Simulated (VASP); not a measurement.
# TaC (Fm-3m) in VASP: a series of runs

TaC is run at these levels: PBE; tasks: single point.

Everything below comes from runs of VASP 6.6.1. Logs are shortened: lines on timing, memory, paths and dates and some standing lists are left out, and cuts for length are marked.

### Step 1. The cell of the first run

The structure is cubic, space group Fm-3m (No. 225). The conventional cell has a = 4.446 Å, b = 4.446 Å, c = 4.446 Å, α = 90.00°, β = 90.00°, γ = 90.00°. Ta (site symmetry m-3m) has 6 C at 2.22 Å within 2.9 Å. C (site symmetry m-3m) has 6 Ta at 2.22 Å within 2.9 Å.

### Step 2. Single point, PBE

INCAR

```
SYSTEM = TaC
PREC = Accurate ; ENCUT = 600
EDIFF = 1E-6 ; ISMEAR = 0
SIGMA = 0.3 ; LREAL = .False.
LASPH = .True. ; NELM = 120
ALGO = Normal ; ISIF = 2
LWAVE = .False. ; LCHARG = .False.
GGA = PE ; NBANDS = 14
GGA_COMPAT = .False.
```

KPOINTS

```
regular mesh
0
Gamma
  11 11 11
  0 0 0
```

POSCAR

```
TaC
1.0
    0.0000000000      2.2230000000      2.2230000000
    2.2230000000      0.0000000000      2.2230000000
    2.2230000000      2.2230000000      0.0000000000
Ta C
1 1
Direct
    0.0000000000      0.0000000000      0.0000000000
    0.5000000000      0.5000000000      0.5000000000
```

Potentials or basis: VASP PAW PBE potentials, release 64 (Ta_pv, C).

Run with:

```sh
> cat potpaw_PBE.64/Ta_pv/POTCAR potpaw_PBE.64/C/POTCAR > POTCAR
> mpirun -np 1 vasp_std > vasp.out
```

OUTCAR:

```text
SYSTEM = TaC
   PREC = Accurate
   ENCUT = 600
   EDIFF = 1E-6
   ISMEAR = 0
   LREAL = .False.
   LASPH = .True.
   NELM = 120
   ISIF = 2
   GGA = PE

 ion  position               nearest neighbor table
   1  0.000  0.000  0.000-   2 2.22   2 2.22   2 2.22   2 2.22   2 2.22   2 2.22
   2  0.500  0.500  0.500-   1 2.22   1 2.22   1 2.22   1 2.22   1 2.22   1 2.22

  LATTYP: Found a face centered cubic cell.
 ALAT       =     4.4460000000

  Lattice vectors:

 A1 = (   0.0000000000,   2.2230000000,   2.2230000000)
 A2 = (   2.2230000000,   0.0000000000,   2.2230000000)
 A3 = (   2.2230000000,   2.2230000000,   0.0000000000)

Analysis of symmetry for initial positions (statically):
=====================================================================
 Subroutine PRICEL returns:
 Original cell was already a primitive cell.

 Routine SETGRP: Setting up the symmetry group for a
 face centered cubic supercell.

 Subroutine GETGRP returns: Found 48 space group operations
 (whereof 48 operations were pure point group operations)
 out of a pool of 48 trial point group operations.

The static configuration has the point symmetry O_h .

Analysis of symmetry for dynamics (positions and initial velocities):
=====================================================================
 Subroutine PRICEL returns:
 Original cell was already a primitive cell.

 Routine SETGRP: Setting up the symmetry group for a
 face centered cubic supercell.

 Subroutine GETGRP returns: Found 48 space group operations
 (whereof 48 operations were pure point group operations)
 out of a pool of 48 trial point group operations.

The dynamic configuration has the point symmetry O_h .

 Subroutine INISYM returns: Found 48 space group operations
 (whereof 48 operations are pure point group operations),
 and found     1 'primitive' translations

----------------------------------------------------------------------------------------

                                     Primitive cell

  volume of cell :      21.9709

  direct lattice vectors                    reciprocal lattice vectors
     0.000000000  2.223000000  2.223000000    -0.224921278  0.224921278  0.224921278
     2.223000000  0.000000000  2.223000000     0.224921278 -0.224921278  0.224921278
     2.223000000  2.223000000  0.000000000     0.224921278  0.224921278 -0.224921278

  length of vectors
     3.143796749  3.143796749  3.143796749     0.389575080  0.389575080  0.389575080

  position of ions in fractional coordinates (direct lattice)
     0.000000000  0.000000000  0.000000000
     0.500000000  0.500000000  0.500000000

  ion indices of the primitive-cell ions
   primitive index   ion index
                 1           1
                 2           2

----------------------------------------------------------------------------------------

 KPOINTS: regular mesh

Automatic generation of k-mesh.
 Grid dimensions read from file:
 generate k-points for:   11   11   11

 Generating k-lattice:

  Cartesian coordinates                     Fractional coordinates (reciprocal lattice)
    -0.020447389  0.020447389  0.020447389     0.090909091  0.000000000  0.000000000
     0.020447389 -0.020447389  0.020447389     0.000000000  0.090909091  0.000000000
     0.020447389  0.020447389 -0.020447389     0.000000000  0.000000000  0.090909091

  Length of vectors
     0.035415916  0.035415916  0.035415916

  Shift w.r.t. Gamma in fractional coordinates (k-lattice)
     0.000000000  0.000000000  0.000000000

 Subroutine IBZKPT returns following result:
 ===========================================

 Found     56 irreducible k-points:

 Following reciprocal coordinates:
            Coordinates               Weight
  0.000000  0.000000  0.000000      1.000000
  0.090909  0.000000  0.000000      8.000000
  0.181818  0.000000  0.000000      8.000000
  0.272727  0.000000  0.000000      8.000000
  0.363636  0.000000  0.000000      8.000000
  0.454545  0.000000  0.000000      8.000000
[... 16 lines left out ...]
 -0.272727  0.181818  0.000000     24.000000
 -0.181818  0.181818  0.000000     12.000000
 [... further k-points ...]
   k-points           NKPTS =     56   k-points in BZ     NKDIM =     56   number of bands    NBANDS=     14
   number of dos      NEDOS =    301   number of ions     NIONS =      2
   total plane-waves  NPLWV =  21952
   dimension x,y,z NGX =    28 NGY =   28 NGZ =   28
   dimension x,y,z NGXF=    56 NGYF=   56 NGZF=   56
   ions per type =               1   1
   NGX,Y,Z   is equivalent  to a cutoff of  14.81, 14.81, 14.81 a.u.
   NGXF,Y,Z  is equivalent  to a cutoff of  29.61, 29.61, 29.61 a.u.
 SYSTEM =  TaC
   PREC   = accura    normal or accurate (medium, high low for compatibility)
   ISTART =      0    job   : 0-new  1-cont  2-samecut
   ICHARG =      2    charge: 1-file 2-atom 10-const
   ISPIN  =      1    spin polarized calculation?
   LNONCOLLINEAR =      F non collinear calculations
   LSORBIT =      F    spin-orbit coupling
   LASPH  =      T    aspherical Exc in radial PAW
   ENCUT  =  600.0 eV  44.10 Ry    6.64 a.u.   6.28  6.28  6.28*2*pi/ulx,y,z
   NELM   =    120;   NELMIN=  2; NELMDL= -5     # of ELM steps
   EDIFF  = 0.1E-05   stopping-criterion for ELM
   LREAL  =      F    real-space projection
   EDIFFG = 0.1E-04   stopping-criterion for IOM
   NSW    =      0    number of steps for IOM
   IBRION =     -1    ionic relax: 0-MD 1-quasi-New 2-CG
   NFREE  =      0    steps in history (QN), initial steepest desc. (CG)
   ISIF   =      2    stress and relaxation
   ISYM   =      2    0-nonsym 1-usesym 2-fastsym
   POTIM  = 0.5000    time-step for ionic-motion
   TEBEG  =    0.0;   TEEND  =   0.0 temperature during run
   PSTRESS=    0.0 pullay stress
   NELECT =      15.0000    total number of electrons
   NUPDOWN=      -1.0000    fix difference up-down
   EMIN   =  10.00;   EMAX   =-10.00  energy-range for DOS
   EFERMI =   0.00;   METHOD = LEGACY
   ISMEAR =     0;   SIGMA  =   0.30  broadening in eV -4-tet -1-fermi 0-gaus
   EFERMI_NEDOS =   21; number of points for ismear=-14 and -15
   IALGO  =     38    algorithm
   IMIX   =      4    mixing-type and parameters
     AMIX     =   0.40;   BMIX     =  1.00
     AMIX_MAG =   1.60;   BMIX_MAG =  1.00
  volume/ion in A,a.u.               =      10.99        74.13
  Fermi-wavevector in a.u.,A,eV,Ry     =   1.441526  2.724089 28.272865  2.077997
  Thomas-Fermi vector in A             =   2.560148
   LORBIT       =      0    0 simple, 1 ext, 2 COOP (PROOUT), +10 PAW based schemes
   GGA     = PE    functional components
   LHFCALC =     F    Hartree Fock is set to
   AEXX    =    0.0000 exact exchange contribution
   IVDW    =     0    specifies the selected vdW correction
   LEPSILON=     F    determine dielectric tensor
   LRPA    =     F    only Hartree local field effects (RPA)
 non-spin polarized calculation
 Gauss-broadening in eV      SIGMA  =   0.30
  energy-cutoff  :      600.00
  volume of cell :       21.97
 maximum number of plane-waves:       751
 NGX is ok and might be reduce to    28
   NGX = 13   NGY = 13   NGZ = 13

 number of electron      14.9999999 magnetization

 Free energy of the ion-electron system (eV)
  ---------------------------------------------------
  ext. energy  EPLUGINS =         0.00000000
  ---------------------------------------------------
  free energy    TOTEN  =       -22.20600122 eV

  energy without entropy =      -22.17795059  energy(sigma->0) =      -22.19197590

 E-fermi :   8.4947     XC(G=0): -13.2355

 val. band max:        8.4888839784   @ k =  -0.1818   0.1818   0.0000
 cond. band min:       8.5477015032   @ k =   0.0909   0.0000   0.0000
 fundamental gap:      0.0588175249
 Fermi energy:         8.4947102075

 k-point     1 :       0.0000    0.0000    0.0000
  band No.  band energies     occupation
      1     -26.5869      2.00000
      2     -26.5869      2.00000
      3     -26.5869      2.00000
      4      -6.4064      2.00000
      5       7.1163      2.00000
      6       7.1163      2.00000
      7       7.1163      2.00000
      8       7.9705      1.98653
      9       7.9705      1.98653
     10       7.9705      1.98653
     11       9.1227      0.00307
     12       9.1227      0.00307
     13      15.1057      0.00000
     14      18.5160      0.00000

 k-point     2 :       0.0909    0.0000    0.0000
  band No.  band energies     occupation
      1     -26.6486      2.00000
      2     -26.5931      2.00000
      3     -26.5931      2.00000
      4      -6.1718      2.00000
      5       6.0583      2.00000
      6       6.4830      2.00000
      7       6.4830      2.00000
      8       7.6336      1.99995
      9       7.6336      1.99995
     10       8.5477      0.80274
     11      10.5597      0.00000
     12      10.5597      0.00000
     13      15.5476      0.00000
     14      19.1037      0.00000

 k-point     3 :       0.1818    0.0000    0.0000
  band No.  band energies     occupation
      1     -26.8104      2.00000
      2     -26.6096      2.00000
      3     -26.6096      2.00000
      4      -5.5065      2.00000
      5       4.4400      2.00000
      6       5.1656      2.00000
      7       5.1656      2.00000
      8       8.2054      1.82743
      9       8.2054      1.82743
     10       9.0818      0.00564
     11      12.6539      0.00000
     12      12.6539      0.00000
     13      16.5272      0.00000
     14      20.5423      0.00000

 k-point     4 :       0.2727    0.0000    0.0000
  band No.  band energies     occupation
      1     -27.0154      2.00000
      2     -26.6310      2.00000
      3     -26.6310      2.00000
      4      -4.5130      2.00000
      5       2.7917      2.00000
      6       4.0929      2.00000
      7       4.0929      2.00000
      8       9.1585      0.00175
      9       9.1585      0.00175
     10       9.6680      0.00000
     11      14.8254      0.00000
     12      14.8254      0.00000
     13      17.1226      0.00000
     14      21.4388      0.00000

 k-point     5 :       0.3636    0.0000    0.0000
  band No.  band energies     occupation
      1     -27.1973      2.00000
      2     -26.6506      2.00000
      3     -26.6506      2.00000
      4      -3.3309      2.00000
      5       1.2505      2.00000
      6       3.3584      2.00000
      7       3.3584      2.00000
      8      10.2582      0.00000
      9      10.2582      0.00000
     10      10.5775      0.00000
     11      16.1407      0.00000
[... 276 lines left out ...]
 k-point    22 :      -0.3636    0.1818    0.0000
  band No.  band energies     occupation
      1     -27.2061      2.00000
      2     -26.8260      2.00000
      3     -26.6808      2.00000
      4      -2.6866      2.00000
      5       0.7116      2.00000
      6       3.2981      2.00000
      7       3.4096      2.00000
      8      10.3673      0.00000
      9      10.7729      0.00000
     10      11.4761      0.00000
     11      15.1109      0.00000
     12      16.9368      0.00000
     13      18.3000      0.00000
     14      21.4419      0.00000

 k-point    23 :      -0.2727    0.1818    0.0000
  band No.  band energies     occupation
      1     -27.1107      2.00000
      2     -26.8089      2.00000
      3     -26.6481      2.00000
      4      -3.3943      2.00000
      5       1.4522      2.00000
      6       3.4078      2.00000
      7       3.7157      2.00000
      8       9.3182      0.00010
      9      10.7171      0.00000
     10      11.6533      0.00000
     11      13.4669      0.00000
     12      17.0772      0.00000
     13      18.1154      0.00000
     14      21.4550      0.00000

 k-point    24 :      -0.1818    0.1818    0.0000
  band No.  band energies     occupation
      1     -26.9923      2.00000
      2     -26.7498      2.00000
      3     -26.6200      2.00000
      4      -4.2813      2.00000
      5       2.5299      2.00000
      6       3.8053      2.00000
      7       4.1787      2.00000
      8       8.4889      1.02191
      9      10.5425      0.00000
     10      10.6826      0.00000
     11      12.2446      0.00000
     12      16.6114      0.00000
     13      17.5176      0.00000
     14      21.4669      0.00000

 [... further k-points ...]

------------------------ aborting loop because EDIFF is reached ----------------------------------------

  FORCE on cell =-STRESS in cart. coord.  units (eV):
  Direction    XX          YY          ZZ          XY          YZ          ZX
  --------------------------------------------------------------------------------------
  -------------------------------------------------------------------------------------
  Total        1.0222411      1.0222411      1.0222411     -0.0000000     -0.0000000      0.0000000
  in kB       74.5444914     74.5444914     74.5444914     -0.0000000     -0.0000000      0.0000000
  external PRESSURE =      74.5444914 kB  Pullay stress =       0.0000000 kB

 VOLUME and BASIS-vectors are now :
 -----------------------------------------------------------------------------
  energy-cutoff  :      600.00
  volume of cell :       21.97
      direct lattice vectors                 reciprocal lattice vectors
     0.000000000  2.223000000  2.223000000    -0.224921278  0.224921278  0.224921278
     2.223000000  0.000000000  2.223000000     0.224921278 -0.224921278  0.224921278
     2.223000000  2.223000000  0.000000000     0.224921278  0.224921278 -0.224921278

 POSITION                                       TOTAL-FORCE (eV/Angst)
 -----------------------------------------------------------------------------------
      0.00000      0.00000      0.00000         0.000000     -0.000000      0.000000
      2.22300      2.22300      2.22300        -0.000000      0.000000     -0.000000
 -----------------------------------------------------------------------------------
    total drift:                                0.000000      0.000000      0.000000

  FREE ENERGIE OF THE ION-ELECTRON SYSTEM (eV)
  ---------------------------------------------------
  free  energy   TOTEN  =       -22.2060012190 eV

  energy  without entropy=      -22.1779505878  energy(sigma->0) =      -22.19197590
```

Run time: 32 s. Hardware: 1 thread of Intel Xeon 8259CL, shared host; peak memory 0.17 GiB.

Results:

- Free energy: -22.2060 eV
- Pressure: 7.5 GPa
- Band gap on the k mesh: zero (an odd number of electrons rules out a gap without spin polarisation)

Levels at points of the mesh, in eV from the Fermi level:
```
           k point  band 4  band 5  band 6  band 7  band 8  band 9  band 10  band 11  band 12  band 13
(0.00, 0.00, 0.00)  -14.90   -1.38   -1.38   -1.38   -0.52   -0.52    -0.52     0.63     0.63     6.61
```

Caveat: the cell stands under pressure; so wide a smearing shifts energies and pressures; spin-orbit coupling is left out, which moves the levels of the heavy elements.

### Step 3. Single point, PBE

INCAR

```
ALGO = Normal ; EDIFF = 1E-6
ENCUT = 600 ; GGA = PE
GGA_COMPAT = F ; ISIF = 2
ISMEAR = 0 ; LASPH = T
LCHARG = F ; LREAL = F
LWAVE = F ; NBANDS = 14
NELM = 120 ; PREC = Accurate
SIGMA = 0.2
```

KPOINTS

```
k-points
0
Gamma
  11 11 11
```

POSCAR is that of step 2.

Potentials or basis: VASP PAW PBE potentials, release 64 (Ta_pv, C).

Run with:

```sh
> cat potpaw_PBE.64/Ta_pv/POTCAR potpaw_PBE.64/C/POTCAR > POTCAR
> mpirun -np 1 vasp_std > vasp.out
```

OUTCAR:

```text
EDIFF = 1E-6
   ENCUT = 600
   GGA = PE
   ISIF = 2
   ISMEAR = 0
   LASPH = T
   LREAL = F
   NELM = 120
   PREC = Accurate

 ion  position               nearest neighbor table
   1  0.000  0.000  0.000-   2 2.22   2 2.22   2 2.22   2 2.22   2 2.22   2 2.22
   2  0.500  0.500  0.500-   1 2.22   1 2.22   1 2.22   1 2.22   1 2.22   1 2.22

  LATTYP: Found a face centered cubic cell.
 ALAT       =     4.4460000000

  Lattice vectors:

 A1 = (   0.0000000000,   2.2230000000,   2.2230000000)
 A2 = (   2.2230000000,   0.0000000000,   2.2230000000)
 A3 = (   2.2230000000,   2.2230000000,   0.0000000000)

Analysis of symmetry for initial positions (statically):
=====================================================================
 Subroutine PRICEL returns:
 Original cell was already a primitive cell.

 Routine SETGRP: Setting up the symmetry group for a
 face centered cubic supercell.

 Subroutine GETGRP returns: Found 48 space group operations
 (whereof 48 operations were pure point group operations)
 out of a pool of 48 trial point group operations.

The static configuration has the point symmetry O_h .

Analysis of symmetry for dynamics (positions and initial velocities):
[... 176 lines left out ...]
      8       7.9693      1.99992
      9       7.9693      1.99992
     10       7.9693      1.99992
     11       9.1228      0.00003
     12       9.1228      0.00003
     13      15.1050      0.00000
     14      18.5163      0.00000
[... 377 lines left out ...]
      1     -26.9921      2.00000
      2     -26.7496      2.00000
      3     -26.6198      2.00000
      4      -4.2820      2.00000
      5       2.5293      2.00000
      6       3.8047      2.00000
      7       4.1784      2.00000
      8       8.4891      1.21600
      9      10.5418      0.00000
     10      10.6828      0.00000
     11      12.2443      0.00000
     12      16.6107      0.00000
     13      17.5170      0.00000
     14      21.4669      0.00000

 [... further k-points ...]

------------------------ aborting loop because EDIFF is reached ----------------------------------------

  FORCE on cell =-STRESS in cart. coord.  units (eV):
  Direction    XX          YY          ZZ          XY          YZ          ZX
  --------------------------------------------------------------------------------------
  -------------------------------------------------------------------------------------
  Total        1.0140135      1.0140135      1.0140135      0.0000000     -0.0000000      0.0000000
  in kB       73.9445092     73.9445092     73.9445092      0.0000000     -0.0000000      0.0000000
  external PRESSURE =      73.9445092 kB  Pullay stress =       0.0000000 kB

 VOLUME and BASIS-vectors are now :
 -----------------------------------------------------------------------------
  energy-cutoff  :      600.00
  volume of cell :       21.97
      direct lattice vectors                 reciprocal lattice vectors
     0.000000000  2.223000000  2.223000000    -0.224921278  0.224921278  0.224921278
     2.223000000  0.000000000  2.223000000     0.224921278 -0.224921278  0.224921278
     2.223000000  2.223000000  0.000000000     0.224921278  0.224921278 -0.224921278

 POSITION                                       TOTAL-FORCE (eV/Angst)
 -----------------------------------------------------------------------------------
      0.00000      0.00000      0.00000         0.000000     -0.000000     -0.000000
      2.22300      2.22300      2.22300        -0.000000      0.000000      0.000000
 -----------------------------------------------------------------------------------
    total drift:                                0.000000      0.000000      0.000000

  FREE ENERGIE OF THE ION-ELECTRON SYSTEM (eV)
  ---------------------------------------------------
  free  energy   TOTEN  =       -22.1980496828 eV

  energy  without entropy=      -22.1848160883  energy(sigma->0) =      -22.19143289
```

Run time: 39 s. Hardware: 1 thread of Intel Xeon 8259CL, shared host; peak memory 0.17 GiB.

What came out:

```yaml
Free_energy: -22.1980 eV
Pressure: 7.4 GPa
Band_gap_on_the_k_mesh: zero (an odd number of electrons rules out a gap without spin polarisation)
```

Levels at points of the mesh, in eV from the Fermi level:
| k point | band 4 | band 5 | band 6 | band 7 | band 8 | band 9 | band 10 | band 11 | band 12 | band 13 |
| --- | --- | --- | --- | --- | --- | --- | --- | --- | --- | --- |
| (0.00, 0.00, 0.00) | -14.93 | -1.41 | -1.41 | -1.41 | -0.56 | -0.56 | -0.56 | 0.59 | 0.59 | 6.58 |

Caveat: the cell stands under pressure; spin-orbit coupling is left out, which moves the levels of the heavy elements.

(Continued in part 2 of 2.)
